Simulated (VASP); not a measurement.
# Al2SbP3 (Cm) in VASP: single point with r2SCAN+rVV10

Aim: the single point of Al2SbP3 with r2SCAN+rVV10.

All numbers are computed with VASP 6.6.1; they aren't measurements. Logs are shortened: lines on timing, memory, paths and dates and some standing lists are left out, and cuts for length are marked.

**1. The cell of the first run**

The structure is monoclinic, space group Cm (No. 8). The conventional cell has a = 9.413 Å, b = 4.801 Å, c = 6.157 Å, α = 90.00°, β = 124.67°, γ = 90.00°. Al (site symmetry m) has 4 P at 2.43 to 2.90 Å and 2 Sb at 2.75 Å and 1 Al at 2.79 Å within 3.2 Å. Al (site symmetry m) has 4 P at 2.38 to 2.67 Å and 1 Sb at 2.75 Å and 1 Al at 2.79 Å within 3.1 Å. Within 3.9 Å of Sb (site symmetry m) lie 6 Al at 2.75 to 3.65 Å and 11 P at 2.96 to 3.89 Å. Within 3.1 Å of P (site symmetry m) lie 2 Al at 2.38 to 2.43 Å and 4 P at 2.43 to 3.04 Å and 1 Sb at 2.99 Å. Within 3.1 Å of P (site symmetry m) lie 3 P at 2.24 to 3.04 Å and 4 Al at 2.67 to 2.90 Å and 1 Sb at 2.96 Å. P (site symmetry m) has 3 P at 2.24 to 2.43 Å and 2 Al at 2.41 to 2.55 Å within 3.0 Å.

**2. Single point, r2SCAN+rVV10**

POSCAR

```
Al2SbP3
1.0
    4.6815235346     -2.4004523337      0.4842778438
    4.6815235346      2.4004523337      0.4842778438
   -4.0051978172      0.0000000000      4.6763412172
Al Sb P
2 1 3
Direct
    0.5325274548      0.5325274548      0.7663793808
    0.4175802625      0.4175802625      0.0951555342
    0.0984189651      0.0984189651      0.6215823122
    0.7133855979      0.7133855979      0.2463744855
    0.9779014986      0.9779014986      0.9735994690
    0.2601862311      0.2601862311      0.2969088182
```

INCAR.step1

```
PREC = Accurate
ENCUT = 520
ISMEAR = -1
SIGMA = 0.03
LREAL = False
LASPH = True
NELM = 60
NBANDS = 22
GGA = PE
ALGO = Normal
EDIFF = 1E-4
LWAVE = True
LCHARG = False
```

INCAR.step2

```
PREC = Accurate
ENCUT = 520
EDIFF = 1E-6
ISMEAR = -1
SIGMA = 0.03
LREAL = False
LASPH = True
NELM = 60
ALGO = Normal
ISIF = 2
LWAVE = False
LCHARG = False
METAGGA = R2SCAN
LMIXTAU = True
LUSE_VDW = True
IVDW_NL = 2
BPARAM = 11.95
CPARAM = 0.0093
NBANDS = 22
ISTART = 1
```

KPOINTS

```
regular mesh
0
Gamma
  8 8 6
```

Potentials or basis: VASP PAW PBE potentials, release 64 (Al, Sb, P).

Started as:

```bash
cat potpaw_PBE.64/Al/POTCAR potpaw_PBE.64/Sb/POTCAR potpaw_PBE.64/P/POTCAR > POTCAR
cp INCAR.step1 INCAR
mpirun -np 1 vasp_std > vasp.out
cp INCAR.step2 INCAR
mpirun -np 1 vasp_std > vasp.out
```

OUTCAR:

```text
PREC = Accurate
   ENCUT = 520
   EDIFF = 1E-6
   ISMEAR = -1
   LREAL = False
   LASPH = True
   NELM = 60
   ISIF = 2
   METAGGA = R2SCAN
   IVDW_NL = 2
   BPARAM = 11.95
   ISTART = 1

 ion  position               nearest neighbor table
   1  0.533  0.533  0.766-   4 2.43   6 2.55   3 2.75   3 2.75   2 2.79   5 2.90   5 2.90
   2  0.418  0.418  0.095-   4 2.38   6 2.41   5 2.67   5 2.67   3 2.75   1 2.79
   3  0.098  0.098  0.622-   2 2.75   1 2.75   1 2.75   5 2.96   4 2.99   6 3.13
   4  0.713  0.713  0.246-   2 2.38   6 2.43   6 2.43   1 2.43   3 2.99
   5  0.978  0.978  0.974-   6 2.24   2 2.67   2 2.67   1 2.90   1 2.90   3 2.96
   6  0.260  0.260  0.297-   5 2.24   2 2.41   4 2.43   4 2.43   1 2.55   3 3.13

  LATTYP: Found a base centered monoclinic cell.
 ALAT       =     9.4130096430
 B/A-ratio  =     0.5100286571
 C/A-ratio  =     0.6541044591
 COS(beta)  =    -0.5688992522

  Lattice vectors:

 A1 = (   4.6815235346,  -2.4004523337,   0.4842778438)
 A2 = (   4.6815235346,   2.4004523337,   0.4842778438)
 A3 = (  -4.0051978172,   0.0000000000,   4.6763412172)

Analysis of symmetry for initial positions (statically):
=====================================================================
 Subroutine PRICEL returns:
 Original cell was already a primitive cell.

 Routine SETGRP: Setting up the symmetry group for a
 base centered monoclinic supercell.

 Subroutine GETGRP returns: Found  2 space group operations
 (whereof  2 operations were pure point group operations)
 out of a pool of  4 trial point group operations.

The static configuration has the point symmetry C_1h.

Analysis of symmetry for dynamics (positions and initial velocities):
=====================================================================
 Subroutine PRICEL returns:
 Original cell was already a primitive cell.

 Routine SETGRP: Setting up the symmetry group for a
 base centered monoclinic supercell.

 Subroutine GETGRP returns: Found  2 space group operations
 (whereof  2 operations were pure point group operations)
 out of a pool of  4 trial point group operations.

The dynamic configuration has the point symmetry C_1h.

 Subroutine INISYM returns: Found  2 space group operations
 (whereof  2 operations are pure point group operations),
 and found     1 'primitive' translations

[... 94 lines left out ...]
   ISTART =      1    job   : 0-new  1-cont  2-samecut
   ICHARG =      0    charge: 1-file 2-atom 10-const
   ISPIN  =      1    spin polarized calculation?
   LNONCOLLINEAR =      F non collinear calculations
   LSORBIT =      F    spin-orbit coupling
   LASPH  =      T    aspherical Exc in radial PAW
   ENCUT  =  520.0 eV  38.22 Ry    6.18 a.u.   9.82  9.82 11.45*2*pi/ulx,y,z
   NELM   =     60;   NELMIN=  2; NELMDL=  0     # of ELM steps
   EDIFF  = 0.1E-05   stopping-criterion for ELM
   LREAL  =      F    real-space projection
   EDIFFG = 0.1E-04   stopping-criterion for IOM
   NSW    =      0    number of steps for IOM
   IBRION =     -1    ionic relax: 0-MD 1-quasi-New 2-CG
   NFREE  =      0    steps in history (QN), initial steepest desc. (CG)
   ISIF   =      2    stress and relaxation
   ISYM   =      2    0-nonsym 1-usesym 2-fastsym
   POTIM  = 0.5000    time-step for ionic-motion
   TEBEG  =    0.0;   TEEND  =   0.0 temperature during run
   PSTRESS=    0.0 pullay stress
   NELECT =      26.0000    total number of electrons
   NUPDOWN=      -1.0000    fix difference up-down
   EMIN   =  10.00;   EMAX   =-10.00  energy-range for DOS
   EFERMI =   0.00;   METHOD = LEGACY
   ISMEAR =    -1;   SIGMA  =   0.03  broadening in eV -4-tet -1-fermi 0-gaus
   EFERMI_NEDOS =   21; number of points for ismear=-14 and -15
   IALGO  =     38    algorithm
   IMIX   =      4    mixing-type and parameters
     AMIX     =   0.40;   BMIX     =  1.00
     AMIX_MAG =   1.60;   BMIX_MAG =  1.00
  volume/ion in A,a.u.               =      19.07       128.69
  Fermi-wavevector in a.u.,A,eV,Ry     =   0.999013  1.887861 13.578988  0.998027
  Thomas-Fermi vector in A             =   2.131275
   LORBIT       =      0    0 simple, 1 ext, 2 COOP (PROOUT), +10 PAW based schemes
   METAGGA = R2SCAN    functional components
   LHFCALC =     F    Hartree Fock is set to
   AEXX    =    0.0000 exact exchange contribution
   IVDW_NL    =     2    kernel type
   BPARAM     =11.9500
   IVDW    =     0    specifies the selected vdW correction
   LEPSILON=     F    determine dielectric tensor
   LRPA    =     F    only Hartree local field effects (RPA)
 non-spin polarized calculation
  energy-cutoff  :      520.00
  volume of cell :      114.42
 maximum number of plane-waves:      3099
   NGX = 19   NGY = 19   NGZ = 23

 number of electron      26.0000001 magnetization

 Free energy of the ion-electron system (eV)
  ---------------------------------------------------
  ext. energy  EPLUGINS =         0.00000000
  ---------------------------------------------------
  free energy    TOTEN  =       -64.93115377 eV

  energy without entropy =      -64.92854223  energy(sigma->0) =      -64.92984800

 E-fermi :   7.4166     XC(G=0): -10.6554

 val. band max:        7.4101981933   @ k =  -0.3750   0.3750   0.5000
 cond. band min:       7.4558781032   @ k =  -0.3750   0.0000   0.3333
 fundamental gap:      0.0456799098
 Fermi energy:         7.4166231681

 k-point     1 :       0.0000    0.0000    0.0000
  band No.  band energies     occupation
      1      -7.5521      2.00000
      2      -2.6984      2.00000
      3      -2.1624      2.00000
      4      -1.2773      2.00000
      5       1.0563      2.00000
      6       1.7729      2.00000
[... 589 lines left out ...]
     21      12.7888      0.00000
     22      13.4904      0.00000

 [... further k-points ...]
[... 5 lines left out ...]
  --------------------------------------------------------------------------------------
  -------------------------------------------------------------------------------------
  Total       -0.2451466      0.0645818     -0.0043528      0.0000000      0.0000000      0.0573057
  in kB       -3.4328309      0.9043495     -0.0609529      0.0000000      0.0000000      0.8024623
  external PRESSURE =      -0.8631447 kB  Pullay stress =       0.0000000 kB

 VOLUME and BASIS-vectors are now :
 -----------------------------------------------------------------------------
  energy-cutoff  :      520.00
  volume of cell :      114.42
      direct lattice vectors                 reciprocal lattice vectors
     4.681523535 -2.400452334  0.484277844     0.098110426 -0.208294076  0.084029724
     4.681523535  2.400452334  0.484277844     0.098110426  0.208294076  0.084029724
    -4.005197817  0.000000000  4.676341217    -0.020320461  0.000000000  0.196438303

 POSITION                                       TOTAL-FORCE (eV/Angst)
 -----------------------------------------------------------------------------------
      1.91658      0.00000      4.09963        -0.045862      0.000000      0.006442
      3.52871      0.00000      0.84943         0.041308      0.000000      0.005693
     -1.56806      0.00000      3.00206        -0.001362      0.000000     -0.004221
      5.69268      0.00000      1.84308        -0.016399      0.000000      0.006865
      5.25668      0.00000      5.50004         0.008482      0.000000     -0.027971
      1.24696      0.00000      1.64045         0.013833      0.000000      0.013193
 -----------------------------------------------------------------------------------
    total drift:                                0.001844      0.000000     -0.001925

  FREE ENERGIE OF THE ION-ELECTRON SYSTEM (eV)
  ---------------------------------------------------
  free  energy   TOTEN  =       -64.9311537703 eV

  energy  without entropy=      -64.9285422265  energy(sigma->0) =      -64.92984800
```

OUTCAR.step1:

```text
PREC = Accurate
   ENCUT = 520
   ISMEAR = -1
   LREAL = False
   LASPH = True
   NELM = 60
[... 837 lines left out ...]
      5.69268      0.00000      1.84308         0.101053      0.000000      0.160019
      5.25668      0.00000      5.50004        -0.110498      0.000000     -0.142990
      1.24696      0.00000      1.64045        -0.045230      0.000000      0.092954
 -----------------------------------------------------------------------------------
    total drift:                               -0.000175      0.000000     -0.002147

  FREE ENERGIE OF THE ION-ELECTRON SYSTEM (eV)
  ---------------------------------------------------
  free  energy   TOTEN  =       -27.2087308865 eV

  energy  without entropy=      -27.2053504250  energy(sigma->0) =      -27.20704066
```

It took 22 min on 1 thread of Oxide Virtual Turin-like, shared host; peak memory 0.71 GiB.

Results:

```yaml
Free_energy: -64.9312 eV
Pressure: -0.1 GPa
Largest_force: 0.046 eV/Å
Band_gap_on_the_k_mesh: zero (bands 13 and 14 overlap by 1.80 eV)
```

Forces on the atoms (eV/Å):
```
Al  -0.046  0.000  0.006
Al   0.041  0.000  0.006
Sb  -0.001  0.000 -0.004
P   -0.016  0.000  0.007
P    0.008  0.000 -0.028
P    0.014  0.000  0.013
```

Levels at points of the mesh, in eV from the Fermi level:
```
           k point  band 9  band 10  band 11  band 12  band 13  band 14  band 15  band 16  band 17  band 18
(0.00, 0.00, 0.00)   -4.28    -3.80    -2.32    -2.18    -2.16     0.24     1.20     1.60     3.23     4.50
(0.50, 0.00, 0.00)   -3.83    -3.44    -1.67    -0.54    -0.15     1.12     2.26     2.45     3.37     4.90
(0.50, 0.50, 0.00)   -2.77    -1.44    -1.42    -1.14    -0.89     0.44     2.35     2.61     2.81     3.20
(0.00, 0.00, 0.50)   -3.39    -2.89    -2.20    -2.05    -1.76    -0.44     0.24     2.65     2.84     2.94
(0.50, 0.00, 0.50)   -2.56    -1.96    -1.39    -1.22    -0.41     0.43     0.83     1.36     2.12     2.71
(0.50, 0.50, 0.50)   -4.15    -2.98    -1.81    -1.00    -0.71     1.40     1.92     3.02     3.39     4.01
```

Caveat: the PAW data sets were made with another functional, which shifts forces and pressure a little; spin-orbit coupling is left out, which moves the levels of the heavy elements.

The gap in the log of VASP goes by the Fermi energy; the results here count the filled bands.